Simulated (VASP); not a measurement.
Here is a VASP 6.6.1 calculation.

INCAR

```
ALGO = Normal ; EDIFF = 1E-6
ENCUT = 600 ; GGA = PS
GGA_COMPAT = False ; ISIF = 2
ISMEAR = -1 ; ISPIN = 2
LASPH = True ; LCHARG = False
LMAXMIX = 4 ; LORBIT = 11
LREAL = False ; LWAVE = False
MAGMOM = 2 2 2 0 ; NBANDS = 39
NELM = 200 ; PREC = Accurate
SIGMA = 0.05
```

KPOINTS

```
k-points
0
Gamma
  8 8 8
```

The input POSCAR:

```
AlCo3
1.0
    3.5986238423      0.0000000000      0.0000000000
    0.0000000000      3.5986238423      0.0000000000
    0.0000000000      0.0000000000      3.5986238423
Co Al
3 1
Direct
    0.0000000000      0.5000000000      0.5000000000
    0.5000000000      0.0000000000      0.5000000000
    0.5000000000      0.5000000000      0.0000000000
    0.0000000000      0.0000000000      0.0000000000
```

Potentials or basis: VASP PAW PBE potentials, release 64 (Co_sv, Al).

Run with:

```sh
$ cat potpaw_PBE.64/Co_sv/POTCAR potpaw_PBE.64/Al/POTCAR > POTCAR
$ mpirun -np 1 vasp_std > vasp.out
```

Predict the site moments.

Co +1.33; Al -0.04 μB.

Predict the pressure.

-13.1 GPa.

Caveat: the cell stands under tension; the PAW data sets were made with another functional, which shifts forces and pressure a little.
